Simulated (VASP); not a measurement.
# Ga (P2_1/m) in VASP: relaxation of cell and atoms with PBE

Aim: the relaxation of cell and atoms of Ga with PBE.

Everything below comes from runs of VASP 6.6.1. Logs are shortened: lines on timing, memory, paths and dates and some standing lists are left out, and cuts for length are marked.

### Step 1. The cell of the first run

Symmetry: P2_1/m, No. 11, monoclinic system. The conventional cell has a = 2.778 Å, b = 3.282 Å, c = 4.210 Å, α = 90.00°, β = 108.61°, γ = 90.00°. Ga (site symmetry m) has 10 Ga at 2.71 to 3.28 Å within 3.6 Å.

### Step 2. Relaxation of cell and atoms, PBE

INCAR reads:

```
SYSTEM = Ga
PREC = Accurate ; ENCUT = 600
EDIFF = 1E-6 ; ISMEAR = 0
SIGMA = 0.1 ; LREAL = .False.
LASPH = .True. ; NELM = 100
ALGO = Fast ; ISIF = 3
LWAVE = .False. ; LCHARG = .False.
GGA = PE ; IBRION = 2
NSW = 100 ; EDIFFG = -0.01
```

KPOINTS reads:

```
Automatic mesh
0
Gamma
  16 12 10
  0 0 0
```

POSCAR reads:

```
Ga
1.0
    2.7784220849      0.0000000000      0.0000000000
    0.0000000000      3.2816087900      0.0000000000
   -1.3434310986      0.0000000000      3.9902731763
Ga
2
Direct
    0.8654037300      0.2500000000      0.2298331700
    0.1345962700      0.7500000000      0.7701668300
```

Potentials or basis: VASP PAW PBE potentials, release 64 (Ga_d).

The run is started by

```bash
cat potpaw_PBE.64/Ga_d/POTCAR > POTCAR
mpirun -np 1 vasp_std > vasp.out
```

OUTCAR:

```text
SYSTEM = Ga
   PREC = Accurate
   ENCUT = 600
   EDIFF = 1E-6
   ISMEAR = 0
   LREAL = .False.
   LASPH = .True.
   NELM = 100
   ISIF = 3
   GGA = PE
   IBRION = 2
   NSW = 100
   EDIFFG = -0.01

 ion  position               nearest neighbor table
   1  0.865  0.250  0.230-   2 2.71   2 2.71   2 2.81   2 2.81   2 2.84   2 2.84
   2  0.135  0.750  0.770-   1 2.71   1 2.71   1 2.81   1 2.81   1 2.84   1 2.84

  LATTYP: Found a simple monoclinic cell.
 ALAT       =     2.7784220849
 B/A-ratio  =     1.1811052064
 C/A-ratio  =     1.5153762184
 COS(beta)  =    -0.3190778872

  Lattice vectors:

 A1 = (   2.7784220849,   0.0000000000,   0.0000000000)
 A2 = (   0.0000000000,   3.2816087900,   0.0000000000)
 A3 = (  -1.3434310986,   0.0000000000,   3.9902731763)

Analysis of symmetry for initial positions (statically):
=====================================================================
 Subroutine PRICEL returns:
 Original cell was already a primitive cell.

 Routine SETGRP: Setting up the symmetry group for a
 simple monoclinic supercell.

 Subroutine GETGRP returns: Found  4 space group operations
 (whereof  2 operations were pure point group operations)
 out of a pool of  4 trial point group operations.

The static configuration has the point symmetry S_2 .
 The point group associated with its full space group is C_2h.

Analysis of symmetry for dynamics (positions and initial velocities):
=====================================================================
 Subroutine PRICEL returns:
 Original cell was already a primitive cell.

 Routine SETGRP: Setting up the symmetry group for a
 simple monoclinic supercell.

 Subroutine GETGRP returns: Found  4 space group operations
 (whereof  2 operations were pure point group operations)
 out of a pool of  4 trial point group operations.

The dynamic configuration has the point symmetry S_2 .
 The point group associated with its full space group is C_2h.

 Subroutine INISYM returns: Found  4 space group operations
 (whereof  2 operations are pure point group operations),
 and found     1 'primitive' translations

----------------------------------------------------------------------------------------

                                     Primitive cell

  volume of cell :      36.3821

  direct lattice vectors                    reciprocal lattice vectors
     2.778422085  0.000000000  0.000000000     0.359916517  0.000000000  0.121175424
     0.000000000  3.281608790  0.000000000     0.000000000  0.304728584  0.000000000
    -1.343431099  0.000000000  3.990273176     0.000000000  0.000000000  0.250609408

  length of vectors
     2.778422085  3.281608790  4.210354752     0.379767538  0.304728584  0.250609408

  position of ions in fractional coordinates (direct lattice)
     0.865403730  0.250000000  0.229833170
     0.134596270  0.750000000  0.770166830

  ion indices of the primitive-cell ions
   primitive index   ion index
                 1           1
                 2           2

----------------------------------------------------------------------------------------

 KPOINTS: Automatic mesh

Automatic generation of k-mesh.
 Grid dimensions read from file:
 generate k-points for:   16   12   10

 Generating k-lattice:

  Cartesian coordinates                     Fractional coordinates (reciprocal lattice)
     0.022494782  0.000000000  0.007573464     0.062500000  0.000000000 -0.000000000
     0.000000000  0.025394049  0.000000000     0.000000000  0.083333333  0.000000000
     0.000000000  0.000000000  0.025060941     0.000000000  0.000000000  0.100000000

  Length of vectors
     0.023735471  0.025394049  0.025060941

  Shift w.r.t. Gamma in fractional coordinates (k-lattice)
     0.000000000  0.000000000  0.000000000

 Subroutine IBZKPT returns following result:
 ===========================================

 Found    574 irreducible k-points:

 Following reciprocal coordinates:
            Coordinates               Weight
  0.000000  0.000000  0.000000      1.000000
  0.062500  0.000000 -0.000000      2.000000
  0.125000  0.000000 -0.000000      2.000000
  0.187500  0.000000 -0.000000      2.000000
  0.250000  0.000000 -0.000000      2.000000
  0.312500  0.000000  0.000000      2.000000
[... 16 lines left out ...]
  0.250000  0.166667 -0.000000      4.000000
  0.312500  0.166667  0.000000      4.000000
 [... further k-points ...]
   k-points           NKPTS =    574   k-points in BZ     NKDIM =    574   number of bands    NBANDS=     17
   number of dos      NEDOS =    301   number of ions     NIONS =      2
   total plane-waves  NPLWV =  24192
   dimension x,y,z NGX =    24 NGY =   28 NGZ =   36
   dimension x,y,z NGXF=    48 NGYF=   56 NGZF=   72
   ions per type =               2
   NGX,Y,Z   is equivalent  to a cutoff of  14.36, 14.18, 14.21 a.u.
   NGXF,Y,Z  is equivalent  to a cutoff of  28.72, 28.37, 28.43 a.u.
 SYSTEM =  Ga
   PREC   = accura    normal or accurate (medium, high low for compatibility)
   ISTART =      0    job   : 0-new  1-cont  2-samecut
   ICHARG =      2    charge: 1-file 2-atom 10-const
   ISPIN  =      1    spin polarized calculation?
   LNONCOLLINEAR =      F non collinear calculations
   LSORBIT =      F    spin-orbit coupling
   LASPH  =      T    aspherical Exc in radial PAW
   ENCUT  =  600.0 eV  44.10 Ry    6.64 a.u.   5.55  6.55  8.41*2*pi/ulx,y,z
   NELM   =    100;   NELMIN=  2; NELMDL= -5     # of ELM steps
   EDIFF  = 0.1E-05   stopping-criterion for ELM
   LREAL  =      F    real-space projection
   EDIFFG = -.1E-01   stopping-criterion for IOM
   NSW    =    100    number of steps for IOM
   IBRION =      2    ionic relax: 0-MD 1-quasi-New 2-CG
   NFREE  =      1    steps in history (QN), initial steepest desc. (CG)
   ISIF   =      3    stress and relaxation
   ISYM   =      2    0-nonsym 1-usesym 2-fastsym
   POTIM  = 0.5000    time-step for ionic-motion
   TEBEG  =    0.0;   TEEND  =   0.0 temperature during run
   PSTRESS=    0.0 pullay stress
   NELECT =      26.0000    total number of electrons
   NUPDOWN=      -1.0000    fix difference up-down
   EMIN   =  10.00;   EMAX   =-10.00  energy-range for DOS
   EFERMI =   0.00;   METHOD = LEGACY
   ISMEAR =     0;   SIGMA  =   0.10  broadening in eV -4-tet -1-fermi 0-gaus
   EFERMI_NEDOS =   21; number of points for ismear=-14 and -15
   IALGO  =     68    algorithm
   IMIX   =      4    mixing-type and parameters
     AMIX     =   0.40;   BMIX     =  1.00
     AMIX_MAG =   1.60;   BMIX_MAG =  1.00
  volume/ion in A,a.u.               =      18.19       122.76
  Fermi-wavevector in a.u.,A,eV,Ry     =   1.463648  2.765894 29.147302  2.142266
  Thomas-Fermi vector in A             =   2.579718
   LORBIT       =      0    0 simple, 1 ext, 2 COOP (PROOUT), +10 PAW based schemes
   GGA     = PE    functional components
   LHFCALC =     F    Hartree Fock is set to
   AEXX    =    0.0000 exact exchange contribution
   IVDW    =     0    specifies the selected vdW correction
   LEPSILON=     F    determine dielectric tensor
   LRPA    =     F    only Hartree local field effects (RPA)
 conjugate gradient relaxation of ions
 non-spin polarized calculation
 RMM-DIIS sequential band-by-band and
 Gauss-broadening in eV      SIGMA  =   0.10
  energy-cutoff  :      600.00
  volume of cell :       36.38
 maximum number of plane-waves:      1241
 NGX is ok and might be reduce to    24
   NGX = 11   NGY = 13   NGZ = 17

--------------------------------------- Ionic step        1  -------------------------------------------

 number of electron      26.0000008 magnetization

 Free energy of the ion-electron system (eV)
  ---------------------------------------------------
  ext. energy  EPLUGINS =         0.00000000
  ---------------------------------------------------
  free energy    TOTEN  =        -5.76425714 eV

  energy without entropy =       -5.76041212  energy(sigma->0) =       -5.76233463

------------------------ aborting loop because EDIFF is reached ----------------------------------------

  FORCE on cell =-STRESS in cart. coord.  units (eV):
  Direction    XX          YY          ZZ          XY          YZ          ZX
  --------------------------------------------------------------------------------------
  -------------------------------------------------------------------------------------
  Total        0.4687096      0.8048179      0.8519299      0.0000000      0.0000000     -0.0858971
  in kB       20.6408104     35.4421923     37.5168859      0.0000000      0.0000000     -3.7826974
  external PRESSURE =      31.1999629 kB  Pullay stress =       0.0000000 kB
[... 89 lines left out ...]
  FREE ENERGIE OF THE ION-ELECTRON SYSTEM (eV)
  ---------------------------------------------------
  free  energy   TOTEN  =        -5.7845163477 eV

  energy  without entropy=       -5.7806589307  energy(sigma->0) =       -5.78258764

[... ionic steps 4 to 7 ...]

--------------------------------------- Ionic step        8  -------------------------------------------

 number of electron      26.0000014 magnetization

------------------------ aborting loop because EDIFF is reached ----------------------------------------

  FORCE on cell =-STRESS in cart. coord.  units (eV):
  Direction    XX          YY          ZZ          XY          YZ          ZX
  --------------------------------------------------------------------------------------
  -------------------------------------------------------------------------------------
  Total        0.0392568      0.0426938      0.0235898      0.0000000      0.0000000     -0.0098498
  in kB        1.6391025      1.7826083      0.9849545      0.0000000      0.0000000     -0.4112604
  external PRESSURE =       1.4688884 kB  Pullay stress =       0.0000000 kB
[... 57 lines left out ...]
  energy  without entropy=       -5.7817930257  energy(sigma->0) =       -5.78364365

--------------------------------------- Ionic step       10  -------------------------------------------

 number of electron      26.0000015 magnetization

 Free energy of the ion-electron system (eV)
  ---------------------------------------------------
  ext. energy  EPLUGINS =         0.00000000
  ---------------------------------------------------
  free energy    TOTEN  =        -5.78568391 eV

  energy without entropy =       -5.78201695  energy(sigma->0) =       -5.78385043

 E-fermi :   5.3754     XC(G=0): -10.8810

 val. band max:        5.3730471232   @ k =   0.2500   0.2500   0.4000
 cond. band min:       5.3806250184   @ k =  -0.4375   0.4167   0.2000
 fundamental gap:      0.0075778952
 Fermi energy:         5.3753932331

 k-point     1 :       0.0000    0.0000    0.0000
  band No.  band energies     occupation
      1      -9.7727      2.00000
      2      -9.7694      2.00000
      3      -9.7291      2.00000
      4      -9.7151      2.00000
      5      -9.4712      2.00000
      6      -9.4701      2.00000
[... 9 lines left out ...]
     16      14.6294      0.00000
     17      15.2718      0.00000
[... 443 lines left out ...]
      1      -9.7329      2.00000
      2      -9.6538      2.00000
      3      -9.6448      2.00000
      4      -9.6032      2.00000
      5      -9.5674      2.00000
      6      -9.5093      2.00000
[... 9 lines left out ...]
     16       9.5915      0.00000
     17      12.1282      0.00000

 [... further k-points ...]

------------------------ aborting loop because EDIFF is reached ----------------------------------------

  FORCE on cell =-STRESS in cart. coord.  units (eV):
  Direction    XX          YY          ZZ          XY          YZ          ZX
  --------------------------------------------------------------------------------------
  -------------------------------------------------------------------------------------
  Total        0.0005622      0.0120383      0.0014935      0.0000000      0.0000000     -0.0064604
  in kB        0.0234470      0.5020485      0.0622868      0.0000000      0.0000000     -0.2694243
  external PRESSURE =       0.1959275 kB  Pullay stress =       0.0000000 kB
[... 17 lines left out ...]
  FREE ENERGIE OF THE ION-ELECTRON SYSTEM (eV)
  ---------------------------------------------------
  free  energy   TOTEN  =        -5.7856839111 eV

  energy  without entropy=       -5.7820169538  energy(sigma->0) =       -5.78385043

 reached required accuracy - stopping structural energy minimisation
```

It took 13 min on 1 thread of Intel Xeon 6975P-C (Granite Rapids), shared host; peak memory 0.48 GiB.

What came out:

```yaml
Free_energy: -5.7857 eV
Relaxed_volume: 19.21 Å³/atom
Relaxed_cell: a = 2.796 Å, b = 3.362 Å, c = 4.320 Å, α = 90.00°, β = 108.88°, γ = 90.00°
Space_group_after_relaxing_to_0.1_Å: Cmcm (No. 63)
Energy_gained_by_relaxing: 10.7 meV/atom
Ionic_steps: 10
Pressure_after_relaxing: 0.0 GPa
Largest_force_after_relaxing: 0.005 eV/Å
Band_gap_on_the_k_mesh: zero (bands 13 and 14 overlap by 8.18 eV)
```

Forces on the atoms (eV/Å):
```
Ga  -0.005  0.000  0.002
Ga   0.005  0.000 -0.002
```

Step by step:
| step | energy change (eV) | largest force (eV/Å) | pressure (GPa) | volume (Å³) |
| --- | --- | --- | --- | --- |
| 1 | 0.0000 | 0.0943 | 3.12 | 36.38 |
| 2 | -0.0204 | 0.0439 | 0.48 | 38.28 |
| 3 | -0.0203 | 0.0377 | -0.35 | 38.72 |
| 4 | -0.0205 | 0.0468 | -0.31 | 38.58 |
| 5 | -0.0205 | 0.0502 | -0.12 | 38.43 |
| 6 | -0.0210 | 0.0295 | 0.00 | 38.38 |
| 7 | -0.0214 | 0.0099 | 0.07 | 38.32 |
| 8 | -0.0214 | 0.0023 | 0.15 | 38.37 |
| 9 | -0.0212 | 0.0279 | -0.32 | 38.54 |
| 10 | -0.0214 | 0.0054 | 0.02 | 38.42 |

Final structure:
```yaml
crystal:
  lattice:
    - [2.79628, 0.00000, -0.01579]
    - [0.00000, 3.36150, 0.00000]
    - [-1.37486, 0.00000, 4.09489]
  atoms:
    - { symbol: Ga, position: [0.86634, 0.25000, 0.23306] }
    - { symbol: Ga, position: [0.13366, 0.75000, 0.76694] }
```
